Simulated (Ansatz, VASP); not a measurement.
# Two plane-wave programs on NiO2

```
Ni O
1.0
     2.99954    0.00000    0.00000
    -1.49977    2.59768    0.00000
     0.00000    0.00000    4.20452
Ni O
1 2
Direct
  0.00000 0.00000 0.50000
  0.66667 0.33333 0.69121
  0.33333 0.66667 0.30879
```

Alike in both runs: task single point; functional PBEsol; k mesh 12 × 12 × 6; occupations gaussian, width 0.05 eV; no spin polarisation.

|  | VASP | Ansatz |
| --- | --- | --- |
| version | VASP 6.6.1 | Ansatz 0.2.0 |
| potentials or method | VASP PAW PBE potentials, release 64 (Ni, O), cutoff 520 eV | scalar-relativistic, plane waves, PAW |
| valence electrons in the cell | 22 | 30 |

|  | VASP | Ansatz | Ansatz less VASP |
| --- | --- | --- | --- |
| gap on the k mesh at the Fermi level (eV) | 0.46 | 0.48 | +0.017 |
| least direct gap on the mesh (eV) | 0.73 | 0.77 | +0.044 |
| pressure (GPa) | -12.5 | -13.1 | -0.55 |
| traceless stress, the component that is largest in VASP (GPa) | 16.30 | 16.98 | +0.682 |
| rms of the force components (eV/Å) | 0.235 | 0.224 | -0.0108 |

VASP's potentials were made for PBE, not for PBEsol. Atom by atom the forces differ by 0.011 eV/Å (rms over components). With one functional, cell and mesh, what is left measures potentials, basis and numerics. VASP's potentials hold 22 valence electrons a cell and Ansatz's 30, so a difference there can come from the potentials and not from the codes.
